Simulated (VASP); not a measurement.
A run of VASP 6.6.1:

The input POSCAR:

```
TaF3
1.0
    3.9332545000      0.0000000000      0.0000000000
    0.0000000000      3.9332545000      0.0000000000
    0.0000000000      0.0000000000      3.9332545000
Ta F
1 3
Direct
    0.0000000000      0.0000000000      0.0000000000
    0.5000000000      0.0000000000      0.0000000000
    0.0000000000      0.5000000000      0.0000000000
    0.0000000000      0.0000000000      0.5000000000
```

File INCAR.step1:

```
PREC     = Accurate       # precision mode
ENCUT    = 520            # plane-wave cutoff, eV
ISMEAR   = -1             # smearing method
SIGMA    = 0.0573         # smearing width, eV
LREAL    = False          # projectors in reciprocal space
LASPH    = True           # aspherical terms in the spheres
NELM     = 100            # most SCF steps
NBANDS   = 24             # bands
GGA      = PE             # functional
ALGO     = Normal         # electronic algorithm
EDIFF    = 1E-4           # SCF threshold, eV
LWAVE    = True           # write WAVECAR
LCHARG   = False          # write CHGCAR
```

Contents of INCAR.step2:

```
PREC     = Accurate       # precision mode
ENCUT    = 520            # plane-wave cutoff, eV
EDIFF    = 1E-7           # SCF threshold, eV
ISMEAR   = -1             # smearing method
SIGMA    = 0.0573         # smearing width, eV
LREAL    = False          # projectors in reciprocal space
LASPH    = True           # aspherical terms in the spheres
NELM     = 100            # most SCF steps
ALGO     = Normal         # electronic algorithm
ISIF     = 2              # what is computed and relaxed
LWAVE    = False          # write WAVECAR
LCHARG   = False          # write CHGCAR
METAGGA  = R2SCAN         # meta-GGA
LMIXTAU  = True         
NBANDS   = 24             # bands
ISTART   = 1
```

KPOINTS

```
Automatic mesh
0
Gamma
  9 9 9
```

Potentials or basis: VASP PAW PBE potentials, release 64 (Ta_pv, F).

The run is started by

```sh
$ cat potpaw_PBE.64/Ta_pv/POTCAR potpaw_PBE.64/F/POTCAR > POTCAR
$ cp INCAR.step1 INCAR
$ mpirun -np 1 vasp_std > vasp.out
$ cp INCAR.step2 INCAR
$ mpirun -np 1 vasp_std > vasp.out
```

Hardware: 1 thread of Intel(R) Xeon(R) 6975P-C (Granite Rapids), with other jobs on the host.

Task: Estimate the wall time of this run.

Result: Wall time 120 s on 1 thread of Intel(R) Xeon(R) 6975P-C (Granite Rapids), with other jobs on the host, peak memory 0.19 GiB. Counts: k points 35.
